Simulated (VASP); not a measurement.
# Ba (Pm-3m) in VASP: single point with PBEsol

Aim: the single point of Ba with PBEsol.

All numbers are computed with VASP 6.6.1; they aren't measurements. Logs are shortened: lines on timing, memory, paths and dates and some standing lists are left out, and cuts for length are marked.

## Step 1: The cell of the first run

The structure is cubic, space group Pm-3m (No. 221). Conventional cell: a = 4.094 Å, b = 4.094 Å, c = 4.094 Å, α = 90.00°, β = 90.00°, γ = 90.00°. Ba (site symmetry m-3m) has 6 Ba at 4.09 Å within 5.4 Å.

This isn't the form of Ba at room conditions, which is bcc.

## Step 2: Single point, PBEsol

Contents of INCAR:

```
  PREC = Accurate
  ENCUT = 500
  EDIFF = 1E-6
  ISMEAR = 1
  SIGMA = 0.1
  LREAL = F
  LASPH = T
  NELM = 120
  ALGO = Normal
  ISIF = 2
  LWAVE = F
  LCHARG = F
  GGA = PS
  NBANDS = 11
  GGA_COMPAT = F
```

Contents of KPOINTS:

```
regular mesh
0
Gamma
  6 6 6
```

Contents of POSCAR:

```
Ba
1.0
    4.0944550000      0.0000000000      0.0000000000
    0.0000000000      4.0944550000      0.0000000000
    0.0000000000      0.0000000000      4.0944550000
Ba
1
Direct
    0.0000000000      0.0000000000      0.0000000000
```

Potentials or basis: VASP PAW PBE potentials, release 64 (Ba_sv).

The run is started by

```console
$ cat potpaw_PBE.64/Ba_sv/POTCAR > POTCAR
$ mpirun -np 1 vasp_std > vasp.out
```

OUTCAR:

```text
PREC = Accurate
   ENCUT = 500
   EDIFF = 1E-6
   ISMEAR = 1
   LREAL = F
   LASPH = T
   NELM = 120
   ISIF = 2
   GGA = PS

 ion  position               nearest neighbor table
   1  0.000  0.000  0.000-

  LATTYP: Found a simple cubic cell.
 ALAT       =     4.0944550000

  Lattice vectors:

 A1 = (   4.0944550000,   0.0000000000,   0.0000000000)
 A2 = (   0.0000000000,   4.0944550000,   0.0000000000)
 A3 = (   0.0000000000,   0.0000000000,   4.0944550000)

Analysis of symmetry for initial positions (statically):
=====================================================================
 Subroutine PRICEL returns:
 Original cell was already a primitive cell.

 Routine SETGRP: Setting up the symmetry group for a
 simple cubic supercell.

 Subroutine GETGRP returns: Found 48 space group operations
 (whereof 48 operations were pure point group operations)
 out of a pool of 48 trial point group operations.

The static configuration has the point symmetry O_h .

Analysis of symmetry for dynamics (positions and initial velocities):
=====================================================================
 Subroutine PRICEL returns:
 Original cell was already a primitive cell.

 Routine SETGRP: Setting up the symmetry group for a
 simple cubic supercell.

 Subroutine GETGRP returns: Found 48 space group operations
 (whereof 48 operations were pure point group operations)
 out of a pool of 48 trial point group operations.

The dynamic configuration has the point symmetry O_h .

 Subroutine INISYM returns: Found 48 space group operations
 (whereof 48 operations are pure point group operations),
 and found     1 'primitive' translations

----------------------------------------------------------------------------------------

                                     Primitive cell

  volume of cell :      68.6417

  direct lattice vectors                    reciprocal lattice vectors
     4.094455000  0.000000000  0.000000000     0.244232749  0.000000000  0.000000000
     0.000000000  4.094455000  0.000000000     0.000000000  0.244232749  0.000000000
     0.000000000  0.000000000  4.094455000     0.000000000  0.000000000  0.244232749

  length of vectors
     4.094455000  4.094455000  4.094455000     0.244232749  0.244232749  0.244232749

  position of ions in fractional coordinates (direct lattice)
     0.000000000  0.000000000  0.000000000

  ion indices of the primitive-cell ions
   primitive index   ion index
                 1           1

----------------------------------------------------------------------------------------

 KPOINTS: regular mesh

Automatic generation of k-mesh.
 Grid dimensions read from file:
 generate k-points for:    6    6    6

 Generating k-lattice:

  Cartesian coordinates                     Fractional coordinates (reciprocal lattice)
     0.040705458  0.000000000  0.000000000     0.166666667  0.000000000  0.000000000
     0.000000000  0.040705458  0.000000000     0.000000000  0.166666667  0.000000000
     0.000000000  0.000000000  0.040705458     0.000000000  0.000000000  0.166666667

  Length of vectors
     0.040705458  0.040705458  0.040705458

  Shift w.r.t. Gamma in fractional coordinates (k-lattice)
     0.000000000  0.000000000  0.000000000

 Subroutine IBZKPT returns following result:
 ===========================================

 Found     20 irreducible k-points:

 Following reciprocal coordinates:
            Coordinates               Weight
  0.000000  0.000000  0.000000      1.000000
  0.166667  0.000000  0.000000      6.000000
  0.333333  0.000000  0.000000      6.000000
  0.500000  0.000000  0.000000      3.000000
  0.166667  0.166667  0.000000     12.000000
  0.333333  0.166667  0.000000     24.000000
[... 12 lines left out ...]
  0.500000  0.500000  0.333333      6.000000
  0.500000  0.500000  0.500000      1.000000
   k-points           NKPTS =     20   k-points in BZ     NKDIM =     20   number of bands    NBANDS=     11
   number of dos      NEDOS =    301   number of ions     NIONS =      1
   total plane-waves  NPLWV =  27000
   dimension x,y,z NGX =    30 NGY =   30 NGZ =   30
   dimension x,y,z NGXF=    60 NGYF=   60 NGZF=   60
   ions per type =               1
   NGX,Y,Z   is equivalent  to a cutoff of  12.18, 12.18, 12.18 a.u.
   NGXF,Y,Z  is equivalent  to a cutoff of  24.36, 24.36, 24.36 a.u.
 SYSTEM =  unknown system
   PREC   = accura    normal or accurate (medium, high low for compatibility)
   ISTART =      0    job   : 0-new  1-cont  2-samecut
   ICHARG =      2    charge: 1-file 2-atom 10-const
   ISPIN  =      1    spin polarized calculation?
   LNONCOLLINEAR =      F non collinear calculations
   LSORBIT =      F    spin-orbit coupling
   LASPH  =      T    aspherical Exc in radial PAW
   ENCUT  =  500.0 eV  36.75 Ry    6.06 a.u.   7.47  7.47  7.47*2*pi/ulx,y,z
   NELM   =    120;   NELMIN=  2; NELMDL= -5     # of ELM steps
   EDIFF  = 0.1E-05   stopping-criterion for ELM
   LREAL  =      F    real-space projection
   EDIFFG = 0.1E-04   stopping-criterion for IOM
   NSW    =      0    number of steps for IOM
   IBRION =     -1    ionic relax: 0-MD 1-quasi-New 2-CG
   NFREE  =      0    steps in history (QN), initial steepest desc. (CG)
   ISIF   =      2    stress and relaxation
   ISYM   =      2    0-nonsym 1-usesym 2-fastsym
   POTIM  = 0.5000    time-step for ionic-motion
   TEBEG  =    0.0;   TEEND  =   0.0 temperature during run
   PSTRESS=    0.0 pullay stress
   NELECT =      10.0000    total number of electrons
   NUPDOWN=      -1.0000    fix difference up-down
   EMIN   =  10.00;   EMAX   =-10.00  energy-range for DOS
   EFERMI =   0.00;   METHOD = LEGACY
   ISMEAR =     1;   SIGMA  =   0.10  broadening in eV -4-tet -1-fermi 0-gaus
   EFERMI_NEDOS =   21; number of points for ismear=-14 and -15
   IALGO  =     38    algorithm
   IMIX   =      4    mixing-type and parameters
     AMIX     =   0.40;   BMIX     =  1.00
     AMIX_MAG =   1.60;   BMIX_MAG =  1.00
  volume/ion in A,a.u.               =      68.64       463.22
  Fermi-wavevector in a.u.,A,eV,Ry     =   0.861414  1.627837 10.095993  0.742035
  Thomas-Fermi vector in A             =   1.979064
   LORBIT       =      0    0 simple, 1 ext, 2 COOP (PROOUT), +10 PAW based schemes
   GGA     = PS    functional components
   LHFCALC =     F    Hartree Fock is set to
   AEXX    =    0.0000 exact exchange contribution
   IVDW    =     0    specifies the selected vdW correction
   LEPSILON=     F    determine dielectric tensor
   LRPA    =     F    only Hartree local field effects (RPA)
 non-spin polarized calculation
 Methfessel and Paxton  Order N= 1 SIGMA  =   0.10
  energy-cutoff  :      500.00
  volume of cell :       68.64
 maximum number of plane-waves:      1775
 NGX is ok and might be reduce to    30
   NGX = 15   NGY = 15   NGZ = 15

 number of electron      10.0000001 magnetization

 Free energy of the ion-electron system (eV)
  ---------------------------------------------------
  ext. energy  EPLUGINS =         0.00000000
  ---------------------------------------------------
  free energy    TOTEN  =        -1.78527596 eV

  energy without entropy =       -1.78347550  energy(sigma->0) =       -1.78467581

 E-fermi :   1.2545     XC(G=0):  -7.2142

 val. band max:        1.2476665289   @ k =   0.5000   0.5000   0.5000
 cond. band min:       1.2688996552   @ k =   0.5000   0.1667   0.1667
 fundamental gap:      0.0212331263
 Fermi energy:         1.2545434605

 k-point     1 :       0.0000    0.0000    0.0000
  band No.  band energies     occupation
      1     -28.0434      2.00000
      2     -12.9406      2.00000
      3     -12.9406      2.00000
      4     -12.9406      2.00000
      5      -1.3691      2.00000
      6       1.2728      0.69724
      7       1.2728      0.69724
      8       5.6053      0.00000
      9       5.6053      0.00000
     10       5.6053      0.00000
     11       8.1887      0.00000

 k-point     2 :       0.1667    0.0000    0.0000
  band No.  band energies     occupation
      1     -28.0337      2.00000
      2     -13.0801      2.00000
      3     -12.9287      2.00000
      4     -12.9287      2.00000
      5      -1.0160      2.00000
      6       1.3843     -0.06942
      7       1.6002     -0.00001
      8       4.8754      0.00000
      9       4.8754      0.00000
     10       5.6584      0.00000
     11       6.9975      0.00000

 k-point     3 :       0.3333    0.0000    0.0000
  band No.  band energies     occupation
      1     -28.0143      2.00000
      2     -13.3430      2.00000
      3     -12.9047      2.00000
      4     -12.9047      2.00000
      5      -0.2115      2.00000
      6       1.6357     -0.00000
      7       2.0190     -0.00000
      8       3.9766      0.00000
      9       3.9766      0.00000
     10       5.7697      0.00000
     11       6.3782      0.00000

 k-point     4 :       0.5000    0.0000    0.0000
  band No.  band energies     occupation
      1     -28.0045      2.00000
      2     -13.4675      2.00000
      3     -12.8926      2.00000
      4     -12.8926      2.00000
      5       0.3783      2.00000
      6       1.7799     -0.00000
      7       1.7971     -0.00000
      8       3.6379      0.00000
      9       3.6379      0.00000
     10       5.8280      0.00000
     11       7.2447      0.00000
[... 183 lines left out ...]
 k-point    18 :       0.5000    0.3333    0.3333
  band No.  band energies     occupation
      1     -27.9484      2.00000
      2     -13.3616      2.00000
      3     -13.2335      2.00000
      4     -13.2239      2.00000
      5       1.0616      2.01993
      6       1.6526     -0.00000
      7       1.8778     -0.00000
      8       4.2974      0.00000
      9       4.4085      0.00000
     10       6.2789      0.00000
     11       6.4721      0.00000

 k-point    19 :       0.5000    0.5000    0.3333
  band No.  band energies     occupation
      1     -27.9390      2.00000
      2     -13.3443      2.00000
      3     -13.3443      2.00000
      4     -13.2130      2.00000
      5       0.9739      2.00053
      6       1.6095     -0.00001
      7       1.6095     -0.00001
      8       4.4182      0.00000
      9       5.7850      0.00000
     10       6.6293      0.00000
     11       6.6293      0.00000

 k-point    20 :       0.5000    0.5000    0.5000
  band No.  band energies     occupation
      1     -27.9297      2.00000
      2     -13.3273      2.00000
      3     -13.3273      2.00000
      4     -13.3273      2.00000
      5       1.2477      1.11609
      6       1.2477      1.11609
      7       1.2477      1.11609
      8       5.0674      0.00000
      9       7.0009      0.00000
     10       7.0011      0.00000
     11       7.0111      0.00000

------------------------ aborting loop because EDIFF is reached ----------------------------------------

  FORCE on cell =-STRESS in cart. coord.  units (eV):
  Direction    XX          YY          ZZ          XY          YZ          ZX
  --------------------------------------------------------------------------------------
  -------------------------------------------------------------------------------------
  Total       -0.4808743     -0.4808743     -0.4808743      0.0000000      0.0000000     -0.0000000
  in kB      -11.2241606    -11.2241606    -11.2241606      0.0000000      0.0000000     -0.0000000
  external PRESSURE =     -11.2241606 kB  Pullay stress =       0.0000000 kB

 VOLUME and BASIS-vectors are now :
 -----------------------------------------------------------------------------
  energy-cutoff  :      500.00
  volume of cell :       68.64
      direct lattice vectors                 reciprocal lattice vectors
     4.094455000  0.000000000  0.000000000     0.244232749  0.000000000  0.000000000
     0.000000000  4.094455000  0.000000000     0.000000000  0.244232749  0.000000000
     0.000000000  0.000000000  4.094455000     0.000000000  0.000000000  0.244232749

 POSITION                                       TOTAL-FORCE (eV/Angst)
 -----------------------------------------------------------------------------------
      0.00000      0.00000      0.00000         0.000000      0.000000      0.000000
 -----------------------------------------------------------------------------------
    total drift:                               -0.000000      0.000000     -0.000000

  FREE ENERGIE OF THE ION-ELECTRON SYSTEM (eV)
  ---------------------------------------------------
  free  energy   TOTEN  =        -1.7852759586 eV

  energy  without entropy=       -1.7834755027  energy(sigma->0) =       -1.78467581
```

It took 12 s on 1 thread of AMD EPYC 7R43 (Zen 3), shared host; peak memory 0.13 GiB.

Results:

```yaml
Free_energy: -1.7853 eV
Pressure: -1.1 GPa
Band_gap_on_the_k_mesh: zero (filled and empty bands touch)
```

Levels at points of the mesh, in eV from the Fermi level:
| k point | band 2 | band 3 | band 4 | band 5 | band 6 | band 7 | band 8 | band 9 |
| --- | --- | --- | --- | --- | --- | --- | --- | --- |
| (0.00, 0.00, 0.00) | -14.20 | -14.20 | -14.20 | -2.62 | 0.02 | 0.02 | 4.35 | 4.35 |
| (0.50, 0.00, 0.00) | -14.72 | -14.15 | -14.15 | -0.88 | 0.53 | 0.54 | 2.38 | 2.38 |
| (0.50, 0.50, 0.00) | -14.65 | -14.65 | -14.10 | -0.86 | 0.48 | 2.81 | 2.81 | 2.86 |
| (0.50, 0.50, 0.50) | -14.58 | -14.58 | -14.58 | -0.01 | -0.01 | -0.01 | 3.81 | 5.75 |

Caveat: the PAW data sets were made with another functional, which shifts forces and pressure a little; spin-orbit coupling is left out, which moves the levels of the heavy elements.
